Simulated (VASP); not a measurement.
# Na (P6_3/mmc) in VASP: a series of runs

Na is run at these levels: r2SCAN; tasks: single point.

All numbers are computed with VASP 6.6.1; they aren't measurements. Logs are shortened: lines on timing, memory, paths and dates and some standing lists are left out, and cuts for length are marked.

## (1) The cell of the first run

It takes space group P6_3/mmc (No. 194, hexagonal). The conventional cell has a = 3.579 Å, b = 3.579 Å, c = 5.846 Å, α = 90.00°, β = 90.00°, γ = 120.00°. Within 4.7 Å of Na (site symmetry -6m2) lie 12 Na at 3.58 Å.

This isn't the form of Na at room conditions, which is bcc.

## (2) Single point, r2SCAN (strain -0.050 along x and y, -0.050 along z)

File POSCAR:

```
Na
1.0
    3.5786509477      0.0000000000      0.0000000000
   -1.7893254739      3.0992026320      0.0000000000
    0.0000000000      0.0000000000      5.8463000000
Na
2
Direct
    0.3333333333      0.6666666667      0.2500000000
    0.6666666667      0.3333333333      0.7500000000
```

File INCAR.step1:

```
PREC = Accurate
ENCUT = 520
ISMEAR = 0
SIGMA = 0.15
LREAL = False
LASPH = True
NELM = 60
NBANDS = 14
GGA = PE
ALGO = Normal
EDIFF = 1E-4
LWAVE = True
LCHARG = False
```

File INCAR.step2:

```
PREC = Accurate
ENCUT = 520
EDIFF = 1E-7
ISMEAR = 0
SIGMA = 0.15
LREAL = False
LASPH = True
NELM = 60
ALGO = Normal
ISIF = 2
LWAVE = False
LCHARG = True
METAGGA = R2SCAN
LMIXTAU = True
LELF = True
LVHAR = True
NBANDS = 14
ISTART = 1
```

File KPOINTS:

```
regular mesh
0
Gamma
  12 12 8
```

Potentials or basis: VASP PAW PBE potentials, release 64 (Na_pv).

The run is started by

```sh
$ cat potpaw_PBE.64/Na_pv/POTCAR > POTCAR
$ cp INCAR.step1 INCAR
$ mpirun -np 1 vasp_std > vasp.out
$ cp INCAR.step2 INCAR
$ mpirun -np 1 vasp_std > vasp.out
```

OUTCAR:

```text
PREC = Accurate
   ENCUT = 520
   EDIFF = 1E-7
   ISMEAR = 0
   LREAL = False
   LASPH = True
   NELM = 60
   ISIF = 2
   METAGGA = R2SCAN
   ISTART = 1

 ion  position               nearest neighbor table
   1  0.333  0.667  0.250-
   2  0.667  0.333  0.750-

  LATTYP: Found a hexagonal cell.
 ALAT       =     3.5786509477
 C/A-ratio  =     1.6336603054

  Lattice vectors:

 A1 = (   3.5786509477,   0.0000000000,   0.0000000000)
 A2 = (  -1.7893254739,   3.0992026320,   0.0000000000)
 A3 = (   0.0000000000,   0.0000000000,   5.8463000000)

Analysis of symmetry for initial positions (statically):
=====================================================================
 Subroutine PRICEL returns:
 Original cell was already a primitive cell.

 Routine SETGRP: Setting up the symmetry group for a
 hexagonal supercell.

 Subroutine GETGRP returns: Found 24 space group operations
 (whereof 12 operations were pure point group operations)
 out of a pool of 24 trial point group operations.

The static configuration has the point symmetry D_3d.
 The point group associated with its full space group is D_6h.

Analysis of symmetry for dynamics (positions and initial velocities):
=====================================================================
 Subroutine PRICEL returns:
 Original cell was already a primitive cell.

 Routine SETGRP: Setting up the symmetry group for a
 hexagonal supercell.

 Subroutine GETGRP returns: Found 24 space group operations
 (whereof 12 operations were pure point group operations)
 out of a pool of 24 trial point group operations.

The dynamic configuration has the point symmetry D_3d.
 The point group associated with its full space group is D_6h.

 Subroutine INISYM returns: Found 24 space group operations
 (whereof 12 operations are pure point group operations),
 and found     1 'primitive' translations

----------------------------------------------------------------------------------------

                                     Primitive cell

  volume of cell :      64.8411

  direct lattice vectors                    reciprocal lattice vectors
     3.578650948  0.000000000  0.000000000     0.279434908  0.161331820  0.000000000
    -1.789325474  3.099202632  0.000000000     0.000000000  0.322663639  0.000000000
     0.000000000  0.000000000  5.846300000     0.000000000  0.000000000  0.171048355

  length of vectors
[... 84 lines left out ...]
   EDIFFG = 0.1E-05   stopping-criterion for IOM
   NSW    =      0    number of steps for IOM
   IBRION =     -1    ionic relax: 0-MD 1-quasi-New 2-CG
   NFREE  =      0    steps in history (QN), initial steepest desc. (CG)
   ISIF   =      2    stress and relaxation
   ISYM   =      2    0-nonsym 1-usesym 2-fastsym
   POTIM  = 0.5000    time-step for ionic-motion
   TEBEG  =    0.0;   TEEND  =   0.0 temperature during run
   PSTRESS=    0.0 pullay stress
   NELECT =      14.0000    total number of electrons
   NUPDOWN=      -1.0000    fix difference up-down
   EMIN   =  10.00;   EMAX   =-10.00  energy-range for DOS
   EFERMI =   0.00;   METHOD = LEGACY
   ISMEAR =     0;   SIGMA  =   0.15  broadening in eV -4-tet -1-fermi 0-gaus
   EFERMI_NEDOS =   21; number of points for ismear=-14 and -15
   IALGO  =     38    algorithm
   IMIX   =      4    mixing-type and parameters
     AMIX     =   0.40;   BMIX     =  1.00
     AMIX_MAG =   1.60;   BMIX_MAG =  1.00
  volume/ion in A,a.u.               =      32.42       218.78
  Fermi-wavevector in a.u.,A,eV,Ry     =   0.982126  1.855950 13.123802  0.964572
  Thomas-Fermi vector in A             =   2.113185
   LORBIT       =      0    0 simple, 1 ext, 2 COOP (PROOUT), +10 PAW based schemes
   METAGGA = R2SCAN    functional components
   LHFCALC =     F    Hartree Fock is set to
   AEXX    =    0.0000 exact exchange contribution
   IVDW    =     0    specifies the selected vdW correction
   LEPSILON=     F    determine dielectric tensor
   LRPA    =     F    only Hartree local field effects (RPA)
 non-spin polarized calculation
 Gauss-broadening in eV      SIGMA  =   0.15
  energy-cutoff  :      520.00
  volume of cell :       64.84
 maximum number of plane-waves:      1768
 NGX is ok and might be reduce to    28
   NGX = 13   NGY = 13   NGZ = 21

 number of electron      14.0000018 magnetization

 Free energy of the ion-electron system (eV)
  ---------------------------------------------------
  ext. energy  EPLUGINS =         0.00000000
  ---------------------------------------------------
  free energy    TOTEN  =        -7.07339062 eV

  energy without entropy =       -7.06583169  energy(sigma->0) =       -7.06961116

 E-fermi :   0.7478     XC(G=0):  -7.3136

 val. band max:        0.7400989953   @ k =   0.2500   0.2500   0.3750
 cond. band min:       0.8213612925   @ k =   0.4167   0.0833   0.2500
 fundamental gap:      0.0812622972
 Fermi energy:         0.7477509162

 k-point     1 :       0.0000    0.0000    0.0000
  band No.  band energies     occupation
      1     -25.2026      2.00000
      2     -25.1531      2.00000
      3     -25.1529      2.00000
      4     -25.1456      2.00000
      5     -25.1454      2.00000
      6     -25.1453      2.00000
      7      -3.0302      2.00000
      8       1.2711      0.00000
      9       2.0680      0.00000
     10      12.1737      0.00000
     11      12.1743      0.00000
     12      12.6768      0.00000
     13      12.8953      0.00000
     14      12.8956      0.00000
[... 377 lines left out ...]
      1     -25.1900      2.00000
      2     -25.1811      2.00000
      3     -25.1778      2.00000
      4     -25.1624      2.00000
      5     -25.1531      2.00000
      6     -25.1515      2.00000
      7      -1.0705      2.00000
      8       2.2527      0.00000
      9       3.9974      0.00000
     10       5.1499      0.00000
     11       7.4044      0.00000
     12       9.0521      0.00000
     13       9.6882      0.00000
     14      11.8719      0.00000

 [... further k-points ...]
[... 5 lines left out ...]
  --------------------------------------------------------------------------------------
  -------------------------------------------------------------------------------------
  Total        0.6351578      0.6351578      0.5844656     -0.0000000     -0.0000000      0.0000000
  in kB       15.6942938     15.6942938     14.4417281     -0.0000000     -0.0000000      0.0000000
  external PRESSURE =      15.2767719 kB  Pullay stress =       0.0000000 kB

 VOLUME and BASIS-vectors are now :
 -----------------------------------------------------------------------------
  energy-cutoff  :      520.00
  volume of cell :       64.84
      direct lattice vectors                 reciprocal lattice vectors
     3.578650948  0.000000000  0.000000000     0.279434908  0.161331820  0.000000000
    -1.789325474  3.099202632  0.000000000     0.000000000  0.322663639  0.000000000
     0.000000000  0.000000000  5.846300000     0.000000000  0.000000000  0.171048355

 POSITION                                       TOTAL-FORCE (eV/Angst)
 -----------------------------------------------------------------------------------
     -0.00000      2.06614      1.46158        -0.000000      0.000000      0.000000
      1.78933      1.03307      4.38473         0.000000     -0.000000     -0.000000
 -----------------------------------------------------------------------------------
    total drift:                               -0.000000      0.000000      0.000000

  FREE ENERGIE OF THE ION-ELECTRON SYSTEM (eV)
  ---------------------------------------------------
  free  energy   TOTEN  =        -7.0733906202 eV

  energy  without entropy=       -7.0658316914  energy(sigma->0) =       -7.06961116
```

OSZICAR.step1:

```text
N       E                     dE             d eps       ncg     rms          rms(c)
DAV:   1     0.103334776503E+03    0.10333E+03   -0.76319E+03  2660   0.994E+02
DAV:   2     0.144784837050E+01   -0.10189E+03   -0.10068E+03  2750   0.288E+02
DAV:   3    -0.254404962587E+01   -0.39919E+01   -0.39883E+01  3428   0.635E+01
DAV:   4    -0.259804852276E+01   -0.53999E-01   -0.53997E-01  2978   0.807E+00
DAV:   5    -0.259923224893E+01   -0.11837E-02   -0.11837E-02  3362   0.118E+00    0.307E-01
DAV:   6    -0.259771511245E+01    0.15171E-02   -0.10482E-03  3302   0.404E-01    0.203E-01
DAV:   7    -0.259660414888E+01    0.11110E-02   -0.17863E-03  3842   0.470E-01    0.242E-02
DAV:   8    -0.259659071630E+01    0.13433E-04   -0.11235E-04  1762   0.187E-01
   1 F= -.25965907E+01 E0= -.25925575E+01  d E =-.806645E-02
```

It took 11 min on 1 thread of Oxide Virtual Turin-like, shared host; peak memory 0.19 GiB.

Results:

```
Free energy            : -7.0734 eV
Pressure               : 1.5 GPa
Band gap on the k mesh : zero (bands 7 and 8 overlap by 4.93 eV)
```

Caveat: the cell differs from its parent crystal (strain -0.050 along x and y, -0.050 along z); the PAW data sets were made with another functional, which shifts forces and pressure a little.

## (3) Single point, r2SCAN (strain -0.050 along x and y, -0.025 along z)

POSCAR: that of step 2 with these lines changed.

```diff
@@ -4,3 +4,3 @@
    -1.7893254739      3.0992026320      0.0000000000
-    0.0000000000      0.0000000000      5.8463000000
+    0.0000000000      0.0000000000      6.0001500000
 Na
```

File INCAR.step1:

```
SYSTEM = Na
PREC = Accurate ; ENCUT = 520
ISMEAR = 0 ; SIGMA = 0.15
LREAL = .FALSE. ; LASPH = .TRUE.
NELM = 80 ; NBANDS = 14
GGA = PE ; ALGO = Normal
EDIFF = 1E-4 ; LWAVE = .TRUE.
LCHARG = .FALSE.
```

File INCAR.step2:

```
SYSTEM = Na
PREC = Accurate ; ENCUT = 520
EDIFF = 1E-6 ; ISMEAR = 0
SIGMA = 0.15 ; LREAL = .FALSE.
LASPH = .TRUE. ; NELM = 80
ALGO = Normal ; ISIF = 2
LWAVE = .FALSE. ; LCHARG = .FALSE.
METAGGA = R2SCAN ; LMIXTAU = .TRUE.
NBANDS = 14 ; ISTART = 1
```

File KPOINTS:

```
regular mesh
0
G
  12 12 8
  0 0 0
```

Potentials or basis: VASP PAW PBE potentials, release 64 (Na_pv).

The run is started by

```sh
$ cat potpaw_PBE.64/Na_pv/POTCAR > POTCAR
$ cp INCAR.step1 INCAR
$ mpirun -np 1 vasp_std > vasp.out
$ cp INCAR.step2 INCAR
$ mpirun -np 1 vasp_std > vasp.out
```

OUTCAR:

```text
SYSTEM = Na
   PREC = Accurate
   ENCUT = 520
   EDIFF = 1E-6
   ISMEAR = 0
   LREAL = .FALSE.
   LASPH = .TRUE.
   NELM = 80
   ISIF = 2
   METAGGA = R2SCAN
   ISTART = 1

 ion  position               nearest neighbor table
   1  0.333  0.667  0.250-
   2  0.667  0.333  0.750-

  LATTYP: Found a hexagonal cell.
 ALAT       =     3.5786509477
 C/A-ratio  =     1.6766513660

  Lattice vectors:

 A1 = (   3.5786509477,   0.0000000000,   0.0000000000)
 A2 = (  -1.7893254739,   3.0992026320,   0.0000000000)
 A3 = (   0.0000000000,   0.0000000000,   6.0001500000)

Analysis of symmetry for initial positions (statically):
=====================================================================
 Subroutine PRICEL returns:
 Original cell was already a primitive cell.

 Routine SETGRP: Setting up the symmetry group for a
 hexagonal supercell.

 Subroutine GETGRP returns: Found 24 space group operations
 (whereof 12 operations were pure point group operations)
 out of a pool of 24 trial point group operations.

The static configuration has the point symmetry D_3d.
 The point group associated with its full space group is D_6h.

[... 168 lines left out ...]

 k-point     1 :       0.0000    0.0000    0.0000
  band No.  band energies     occupation
      1     -25.2977      2.00000
      2     -25.2553      2.00000
      3     -25.2550      2.00000
      4     -25.2493      2.00000
      5     -25.2490      2.00000
      6     -25.2488      2.00000
      7      -3.0548      2.00000
      8       1.0444      0.00034
      9       1.7933      0.00000
     10      12.1783      0.00000
     11      12.1788      0.00000
     12      12.3235      0.00000
     13      12.8819      0.00000
     14      12.8822      0.00000
[... 377 lines left out ...]
      1     -25.2896      2.00000
      2     -25.2827      2.00000
      3     -25.2787      2.00000
      4     -25.2641      2.00000
      5     -25.2555      2.00000
      6     -25.2550      2.00000
      7      -1.0986      2.00000
      8       2.0716      0.00000
      9       3.8661      0.00000
     10       4.9546      0.00000
     11       7.2539      0.00000
     12       8.8807      0.00000
     13       9.6792      0.00000
     14      11.5763      0.00000

 [... further k-points ...]
[... 5 lines left out ...]
  --------------------------------------------------------------------------------------
  -------------------------------------------------------------------------------------
  Total        0.5962210      0.5962210      0.3215560     -0.0000000      0.0000000      0.0000000
  in kB       14.3544454     14.3544454      7.7416902     -0.0000000      0.0000000      0.0000000
  external PRESSURE =      12.1501937 kB  Pullay stress =       0.0000000 kB

 VOLUME and BASIS-vectors are now :
 -----------------------------------------------------------------------------
  energy-cutoff  :      520.00
  volume of cell :       66.55
      direct lattice vectors                 reciprocal lattice vectors
     3.578650948  0.000000000  0.000000000     0.279434908  0.161331820  0.000000000
    -1.789325474  3.099202632  0.000000000     0.000000000  0.322663639  0.000000000
     0.000000000  0.000000000  6.000150000     0.000000000  0.000000000  0.166662500

 POSITION                                       TOTAL-FORCE (eV/Angst)
 -----------------------------------------------------------------------------------
     -0.00000      2.06614      1.50004        -0.000000      0.000000     -0.000000
      1.78933      1.03307      4.50011         0.000000      0.000000      0.000000
 -----------------------------------------------------------------------------------
    total drift:                               -0.000000      0.000000      0.000000

  FREE ENERGIE OF THE ION-ELECTRON SYSTEM (eV)
  ---------------------------------------------------
  free  energy   TOTEN  =        -7.0844063760 eV

  energy  without entropy=       -7.0763328722  energy(sigma->0) =       -7.08036962
```

It took 8.6 min on 1 thread of Oxide Virtual Turin-like, shared host; peak memory 0.19 GiB.

Results:

```
Free energy            : -7.0844 eV
Pressure               : 1.2 GPa
Band gap on the k mesh : zero (bands 7 and 8 overlap by 4.95 eV)
```

Caveat: the cell differs from its parent crystal (strain -0.050 along x and y, -0.025 along z); the PAW data sets were made with another functional, which shifts forces and pressure a little.

The gap in the log of VASP goes by the Fermi energy; the results here count the filled bands.